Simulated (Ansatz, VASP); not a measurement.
# One calculation of Ir, two programs

INCAR

```
SYSTEM = Ir
PREC = Accurate
ENCUT = 520
EDIFF = 1E-6
ISMEAR = 0
SIGMA = 0.15
LREAL = .False.
LASPH = .True.
NELM = 100
ALGO = Normal
ISIF = 2
LWAVE = .False.
LCHARG = .False.
NBANDS = 10
```

File KPOINTS:

```
regular mesh
0
Gamma
  8 8 8
  0 0 0
```

POSCAR

```
Ir
1.0
    0.0000000000      1.7589449499      2.2866284348
    1.7589449499      0.0000000000      2.2866284348
    1.7589449499      1.7589449499      0.0000000000
Ir
1
Direct
    0.0000000000      0.0000000000      0.0000000000
```

Input for Ansatz:

```yaml
crystal:
  lattice:
    - [0.0, 1.7589449499, 2.2866284348]
    - [1.7589449499, 0.0, 2.2866284348]
    - [1.7589449499, 1.7589449499, 0.0]
  atoms:
    - { symbol: Ir, position: [0.0, 0.0, 0.0] }
basis:
  ecutwfc: 420
kpoints:
  mp_grid: { grid: [8, 8, 8] }
hamiltonian:
  xc: lda
scf:
  occupations: { method: gaussian, width: 0.15 }
output:
  forces: true
  stress: true
  eigenvalues: true
```

Alike in both runs: task single point; functional LDA; k mesh 8 × 8 × 8; occupations gaussian, width 0.15 eV; no spin polarisation.

|  | VASP | Ansatz |
| --- | --- | --- |
| version | VASP 6.6.1 | Ansatz 0.2.0 |
| potentials or method | VASP PAW LDA potentials, release 64 (Ir), cutoff 520 eV | scalar-relativistic, plane waves, PAW |
| valence electrons in the cell | 9 | 17 |

Ansatz gave:

* gap on the k mesh at the Fermi level (eV): none
* pressure (GPa): 10.2
* traceless stress, the component that is largest in VASP (GPa): -47.26

Task: Which values does VASP return?

Result: gap on the k mesh at the Fermi level (eV): none; pressure (GPa): 12.6; traceless stress, the component that is largest in VASP (GPa): -47.55.

LDA's correlation is that of Perdew and Zunger in VASP and of Perdew and Wang (1992) in Ansatz. A gap of «none» marks a metal or a gap that the smearing closes. VASP's potentials hold 9 valence electrons a cell and Ansatz's 17, so a difference there can come from the potentials and not from the codes.

Neither program's run includes spin-orbit coupling.
